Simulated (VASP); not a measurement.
Input of a VASP 6.6.1 run:

The input INCAR:

```
PREC = Accurate ; ENCUT = 600
EDIFF = 1E-6 ; ISMEAR = 0
SIGMA = 0.011 ; LREAL = False
LASPH = True ; NELM = 120
ALGO = Normal ; ISIF = 2
LWAVE = False ; LCHARG = True
GGA = PE ; LELF = True
LVHAR = True ; NBANDS = 21
GGA_COMPAT = False
```

The input KPOINTS:

```
Automatic mesh
0
Gamma
  8 8 8
```

POSCAR

```
PbF2
1.0
    0.0000000000      2.9636600000      2.9636600000
    2.9636600000      0.0000000000      2.9636600000
    2.9636600000      2.9636600000      0.0000000000
Pb F
1 2
Direct
    0.0000000000      0.0000000000      0.0000000000
    0.7500000000      0.7500000000      0.7500000000
    0.2500000000      0.2500000000      0.2500000000
```

Potentials or basis: VASP PAW PBE potentials, release 64 (Pb_d, F).

The run is started by

```sh
$ cat potpaw_PBE.64/Pb_d/POTCAR potpaw_PBE.64/F/POTCAR > POTCAR
$ mpirun -np 1 vasp_std > vasp.out
```

**Question.** What does it give for the pressure?

**Answer.** 2.4 GPa.

**Question.** Predict the band gap on the k mesh.

**Answer.** 4.42 eV (least direct gap 4.56 eV).

Caveat: spin-orbit coupling is left out, which moves the levels of the heavy elements. A k mesh can miss the band edges.
